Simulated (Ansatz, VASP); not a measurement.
# CdSe in VASP and in Ansatz

```
CELL_PARAMETERS angstrom
4.40583 0.00000 0.00000
-2.20292 3.81556 0.00000
0.00000 0.00000 6.98144
ATOMIC_POSITIONS crystal
Cd 0.33333 0.66667 0.99648
Cd 0.66667 0.33333 0.49648
Se 0.33333 0.66667 0.37852
Se 0.66667 0.33333 0.87852
```

Change from the starting cell: epitaxial_xy strain +1.5%.

Alike in both runs: task single point; functional r2SCAN; k mesh 12 × 12 × 4; no spin polarisation.

|  | VASP | Ansatz |
| --- | --- | --- |
| version | VASP 6.6.1 | Ansatz 0.2.0 |
| potentials or method | VASP PAW PBE potentials, release 64 (Cd, Se) | plane waves, PAW |
| plane-wave cutoff (eV) | 520 | 500 |
| occupations | gaussian, width 0.01 eV | fixed |
| valence electrons in the cell | 36 | 72 |

|  | VASP | Ansatz | Ansatz less VASP |
| --- | --- | --- | --- |
| gap on the k mesh at the Fermi level (eV) | 1.04 | 1.05 | +0.013 |
| pressure (GPa) | -0.6 | -0.8 | -0.23 |
| traceless stress, the component that is largest in VASP (GPa) | 0.84 | 0.83 | -0.012 |
| rms of the force components (eV/Å) | 0.004 | 0.003 | -0.0008 |

VASP's potentials were made for PBE, not for r2SCAN. Atom by atom the forces differ by 0.001 eV/Å (rms over components). VASP's potentials hold 36 valence electrons a cell and Ansatz's 72, so a difference there can come from the potentials and not from the codes.
